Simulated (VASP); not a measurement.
# PbO (F-43m) in VASP: notebook

The runs below take PbO through single point, relaxation of cell and atoms, with r2SCAN, PBE, PBEsol.

All numbers are computed with VASP 6.6.1; they aren't measurements. Logs are shortened: lines on timing, memory, paths and dates and some standing lists are left out, and cuts for length are marked.

### 1 The cell of the first run

The structure is cubic, space group F-43m (No. 216). Conventional cell: a = 5.598 Å, b = 5.598 Å, c = 5.598 Å, α = 90.00°, β = 90.00°, γ = 90.00°. Pb (site symmetry -43m) has 4 O at 2.42 Å within 3.2 Å. O (site symmetry -43m) has 4 Pb at 2.42 Å within 3.2 Å.

### 2 Single point, r2SCAN

The input, POSCAR:

```
PbO
1.0
    0.0000000000      2.7987768028      2.7987768028
    2.7987768028      0.0000000000      2.7987768028
    2.7987768028      2.7987768028      0.0000000000
Pb O
1 1
Direct
    0.0000000000      0.0000000000      0.0000000000
    0.2500000000      0.2500000000      0.2500000000
```

The input, INCAR.step1:

```
SYSTEM = PbO
PREC = Accurate
ENCUT = 520
ISMEAR = 0
SIGMA = 0.01
LREAL = .False.
LASPH = .True.
NELM = 80
NBANDS = 17
GGA = PE
ALGO = Normal
EDIFF = 1E-4
LWAVE = .True.
LCHARG = .False.
```

The input, INCAR.step2:

```
SYSTEM = PbO
PREC = Accurate
ENCUT = 520
EDIFF = 1E-6
ISMEAR = 0
SIGMA = 0.01
LREAL = .False.
LASPH = .True.
NELM = 80
ALGO = Normal
ISIF = 2
LWAVE = .False.
LCHARG = .False.
METAGGA = R2SCAN
LMIXTAU = .True.
NBANDS = 17
ISTART = 1
```

The input, KPOINTS:

```
regular mesh
0
Gamma
  8 8 8
  0 0 0
```

Potentials or basis: VASP PAW PBE potentials, release 64 (Pb_d, O).

The run is started by

```bash
$ cat potpaw_PBE.64/Pb_d/POTCAR potpaw_PBE.64/O/POTCAR > POTCAR
$ cp INCAR.step1 INCAR
$ mpirun -np 1 vasp_std > vasp.out
$ cp INCAR.step2 INCAR
$ mpirun -np 1 vasp_std > vasp.out
```

OUTCAR:

```text
SYSTEM = PbO
   PREC = Accurate
   ENCUT = 520
   EDIFF = 1E-6
   ISMEAR = 0
   LREAL = .False.
   LASPH = .True.
   NELM = 80
   ISIF = 2
   METAGGA = R2SCAN
   ISTART = 1

 ion  position               nearest neighbor table
   1  0.000  0.000  0.000-   2 2.42   2 2.42   2 2.42   2 2.42
   2  0.250  0.250  0.250-   1 2.42   1 2.42   1 2.42   1 2.42

  LATTYP: Found a face centered cubic cell.
 ALAT       =     5.5975536056

  Lattice vectors:

 A1 = (   0.0000000000,   2.7987768028,   2.7987768028)
 A2 = (   2.7987768028,   0.0000000000,   2.7987768028)
 A3 = (   2.7987768028,   2.7987768028,   0.0000000000)

Analysis of symmetry for initial positions (statically):
=====================================================================
 Subroutine PRICEL returns:
 Original cell was already a primitive cell.

 Routine SETGRP: Setting up the symmetry group for a
 face centered cubic supercell.

 Subroutine GETGRP returns: Found 24 space group operations
 (whereof 24 operations were pure point group operations)
 out of a pool of 48 trial point group operations.

The static configuration has the point symmetry T_d .

Analysis of symmetry for dynamics (positions and initial velocities):
=====================================================================
 Subroutine PRICEL returns:
 Original cell was already a primitive cell.

 Routine SETGRP: Setting up the symmetry group for a
 face centered cubic supercell.

 Subroutine GETGRP returns: Found 24 space group operations
 (whereof 24 operations were pure point group operations)
 out of a pool of 48 trial point group operations.

The dynamic configuration has the point symmetry T_d .

 Subroutine INISYM returns: Found 24 space group operations
 (whereof 24 operations are pure point group operations),
 and found     1 'primitive' translations

----------------------------------------------------------------------------------------

                                     Primitive cell

  volume of cell :      43.8465

  direct lattice vectors                    reciprocal lattice vectors
     0.000000000  2.798776803  2.798776803    -0.178649473  0.178649473  0.178649473
     2.798776803  0.000000000  2.798776803     0.178649473 -0.178649473  0.178649473
     2.798776803  2.798776803  0.000000000     0.178649473  0.178649473 -0.178649473

  length of vectors
     3.958068113  3.958068113  3.958068113     0.309429963  0.309429963  0.309429963

  position of ions in fractional coordinates (direct lattice)
     0.000000000  0.000000000  0.000000000
     0.250000000  0.250000000  0.250000000

  ion indices of the primitive-cell ions
   primitive index   ion index
                 1           1
                 2           2

----------------------------------------------------------------------------------------

 KPOINTS: regular mesh

Automatic generation of k-mesh.
 Grid dimensions read from file:
 generate k-points for:    8    8    8

 Generating k-lattice:

  Cartesian coordinates                     Fractional coordinates (reciprocal lattice)
    -0.022331184  0.022331184  0.022331184     0.125000000  0.000000000  0.000000000
     0.022331184 -0.022331184  0.022331184     0.000000000  0.125000000  0.000000000
     0.022331184  0.022331184 -0.022331184     0.000000000  0.000000000  0.125000000

  Length of vectors
     0.038678745  0.038678745  0.038678745

  Shift w.r.t. Gamma in fractional coordinates (k-lattice)
     0.000000000  0.000000000  0.000000000

 Subroutine IBZKPT returns following result:
 ===========================================

 Found     29 irreducible k-points:

 Following reciprocal coordinates:
            Coordinates               Weight
  0.000000  0.000000  0.000000      1.000000
  0.125000  0.000000  0.000000      8.000000
  0.250000  0.000000  0.000000      8.000000
  0.375000  0.000000  0.000000      8.000000
  0.500000  0.000000  0.000000      4.000000
  0.125000  0.125000  0.000000      6.000000
[... 16 lines left out ...]
  0.500000  0.250000  0.125000     48.000000
 -0.375000  0.250000  0.125000     24.000000
 [... further k-points ...]
   k-points           NKPTS =     29   k-points in BZ     NKDIM =     29   number of bands    NBANDS=     17
   number of dos      NEDOS =    301   number of ions     NIONS =      2
   total plane-waves  NPLWV =  27000
   dimension x,y,z NGX =    30 NGY =   30 NGZ =   30
   dimension x,y,z NGXF=    60 NGYF=   60 NGZF=   60
   ions per type =               1   1
   NGX,Y,Z   is equivalent  to a cutoff of  12.60, 12.60, 12.60 a.u.
   NGXF,Y,Z  is equivalent  to a cutoff of  25.20, 25.20, 25.20 a.u.
 SYSTEM =  PbO
   PREC   = accura    normal or accurate (medium, high low for compatibility)
   ISTART =      1    job   : 0-new  1-cont  2-samecut
   ICHARG =      0    charge: 1-file 2-atom 10-const
   ISPIN  =      1    spin polarized calculation?
   LNONCOLLINEAR =      F non collinear calculations
   LSORBIT =      F    spin-orbit coupling
   LASPH  =      T    aspherical Exc in radial PAW
   ENCUT  =  520.0 eV  38.22 Ry    6.18 a.u.   7.36  7.36  7.36*2*pi/ulx,y,z
   NELM   =     80;   NELMIN=  2; NELMDL=  0     # of ELM steps
   EDIFF  = 0.1E-05   stopping-criterion for ELM
   LREAL  =      F    real-space projection
   EDIFFG = 0.1E-04   stopping-criterion for IOM
   NSW    =      0    number of steps for IOM
   IBRION =     -1    ionic relax: 0-MD 1-quasi-New 2-CG
   NFREE  =      0    steps in history (QN), initial steepest desc. (CG)
   ISIF   =      2    stress and relaxation
   ISYM   =      2    0-nonsym 1-usesym 2-fastsym
   POTIM  = 0.5000    time-step for ionic-motion
   TEBEG  =    0.0;   TEEND  =   0.0 temperature during run
   PSTRESS=    0.0 pullay stress
   NELECT =      20.0000    total number of electrons
   NUPDOWN=      -1.0000    fix difference up-down
   EMIN   =  10.00;   EMAX   =-10.00  energy-range for DOS
   EFERMI =   0.00;   METHOD = LEGACY
   ISMEAR =     0;   SIGMA  =   0.01  broadening in eV -4-tet -1-fermi 0-gaus
   EFERMI_NEDOS =   21; number of points for ismear=-14 and -15
   IALGO  =     38    algorithm
   IMIX   =      4    mixing-type and parameters
     AMIX     =   0.40;   BMIX     =  1.00
     AMIX_MAG =   1.60;   BMIX_MAG =  1.00
  volume/ion in A,a.u.               =      21.92       147.95
  Fermi-wavevector in a.u.,A,eV,Ry     =   1.260201  2.381435 21.607509  1.588107
  Thomas-Fermi vector in A             =   2.393723
   LORBIT       =      0    0 simple, 1 ext, 2 COOP (PROOUT), +10 PAW based schemes
   METAGGA = R2SCAN    functional components
   LHFCALC =     F    Hartree Fock is set to
   AEXX    =    0.0000 exact exchange contribution
   IVDW    =     0    specifies the selected vdW correction
   LEPSILON=     F    determine dielectric tensor
   LRPA    =     F    only Hartree local field effects (RPA)
 non-spin polarized calculation
 Gauss-broadening in eV      SIGMA  =   0.01
  energy-cutoff  :      520.00
  volume of cell :       43.85
 maximum number of plane-waves:      1243
 NGX is ok and might be reduce to    30
   NGX = 15   NGY = 15   NGZ = 15

 number of electron      20.0000003 magnetization

 Free energy of the ion-electron system (eV)
  ---------------------------------------------------
  ext. energy  EPLUGINS =         0.00000000
  ---------------------------------------------------
  free energy    TOTEN  =       -64.16667554 eV

  energy without entropy =      -64.16667554  energy(sigma->0) =      -64.16667554

 E-fermi :   4.5685     XC(G=0):  -9.9356

 val. band max:        4.5059280340   @ k =  -0.2500   0.5000   0.2500
 cond. band min:       5.1130179495   @ k =   0.5000   0.5000   0.0000
 fundamental gap:      0.6070899156
 Fermi energy:         4.5685460896

 k-point     1 :       0.0000    0.0000    0.0000
  band No.  band energies     occupation
      1     -14.2515      2.00000
      2     -12.4750      2.00000
      3     -12.4750      2.00000
      4     -12.4750      2.00000
      5     -12.3738      2.00000
      6     -12.3738      2.00000
[... 9 lines left out ...]
     16      17.1094      0.00000
     17      17.1094      0.00000

 k-point     2 :       0.1250    0.0000    0.0000
  band No.  band energies     occupation
      1     -14.2584      2.00000
      2     -12.4655      2.00000
      3     -12.4655      2.00000
      4     -12.3961      2.00000
      5     -12.3735      2.00000
      6     -12.3735      2.00000
[... 9 lines left out ...]
     16      16.7521      0.00000
     17      16.7521      0.00000

 k-point     3 :       0.2500    0.0000    0.0000
  band No.  band energies     occupation
      1     -14.2800      2.00000
      2     -12.4499      2.00000
      3     -12.4499      2.00000
      4     -12.3651      2.00000
      5     -12.3651      2.00000
      6     -12.1873      2.00000
[... 9 lines left out ...]
     16      16.4901      0.00000
     17      17.5092      0.00000

 k-point     4 :       0.3750    0.0000    0.0000
  band No.  band energies     occupation
      1     -14.3064      2.00000
      2     -12.4461      2.00000
      3     -12.4460      2.00000
      4     -12.3446      2.00000
      5     -12.3446      2.00000
      6     -11.9504      2.00000
[... 9 lines left out ...]
     16      16.7086      0.00000
     17      18.0076      0.00000
[... 343 lines left out ...]
      1     -14.2955      2.00000
      2     -12.4302      2.00000
      3     -12.4178      2.00000
      4     -12.3890      2.00000
      5     -12.3501      2.00000
      6     -12.0363      2.00000
[... 9 lines left out ...]
     16      17.6963      0.00000
     17      19.2176      0.00000

 k-point    23 :       0.5000    0.2500    0.1250
  band No.  band energies     occupation
      1     -14.3151      2.00000
      2     -12.4353      2.00000
      3     -12.4081      2.00000
      4     -12.3734      2.00000
      5     -12.3428      2.00000
      6     -11.8311      2.00000
[... 9 lines left out ...]
     16      17.7909      0.00000
     17      19.5890      0.00000

 k-point    24 :      -0.3750    0.2500    0.1250
  band No.  band energies     occupation
      1     -14.3236      2.00000
      2     -12.4393      2.00000
      3     -12.4063      2.00000
      4     -12.3634      2.00000
      5     -12.3398      2.00000
      6     -11.7397      2.00000
[... 9 lines left out ...]
     16      18.0804      0.00000
     17      19.6498      0.00000

 [... further k-points ...]

------------------------ aborting loop because EDIFF is reached ----------------------------------------

  FORCE on cell =-STRESS in cart. coord.  units (eV):
  Direction    XX          YY          ZZ          XY          YZ          ZX
  --------------------------------------------------------------------------------------
  -------------------------------------------------------------------------------------
  Total        0.0747976      0.0747976      0.0747976      0.0000000      0.0000000     -0.0000000
  in kB        2.7331503      2.7331503      2.7331503      0.0000000      0.0000000     -0.0000000
  external PRESSURE =       2.7331503 kB  Pullay stress =       0.0000000 kB

 VOLUME and BASIS-vectors are now :
 -----------------------------------------------------------------------------
  energy-cutoff  :      520.00
  volume of cell :       43.85
      direct lattice vectors                 reciprocal lattice vectors
     0.000000000  2.798776803  2.798776803    -0.178649473  0.178649473  0.178649473
     2.798776803  0.000000000  2.798776803     0.178649473 -0.178649473  0.178649473
     2.798776803  2.798776803  0.000000000     0.178649473  0.178649473 -0.178649473

 POSITION                                       TOTAL-FORCE (eV/Angst)
 -----------------------------------------------------------------------------------
      0.00000      0.00000      0.00000         0.000000      0.000000      0.000000
      1.39939      1.39939      1.39939        -0.000000     -0.000000     -0.000000
 -----------------------------------------------------------------------------------
    total drift:                               -0.000000     -0.000000     -0.000000

  FREE ENERGIE OF THE ION-ELECTRON SYSTEM (eV)
  ---------------------------------------------------
  free  energy   TOTEN  =       -64.1666755368 eV

  energy  without entropy=      -64.1666755368  energy(sigma->0) =      -64.16667554
```

Run time: 2.8 min. Hardware: 1 thread of AMD EPYC 7R13, shared host; peak memory 0.15 GiB.

Results:

```
Free energy            : -64.1667 eV
Pressure               : 0.3 GPa
Band gap on the k mesh : 0.61 eV (least direct gap 0.79 eV)
```

Caveat: the structure was generated, so it needn't be the stable form of PbO; the PAW data sets were made with another functional, which shifts forces and pressure a little; spin-orbit coupling is left out, which moves the levels of the heavy elements. A k mesh can miss the band edges.

[end of part 1 of 2]
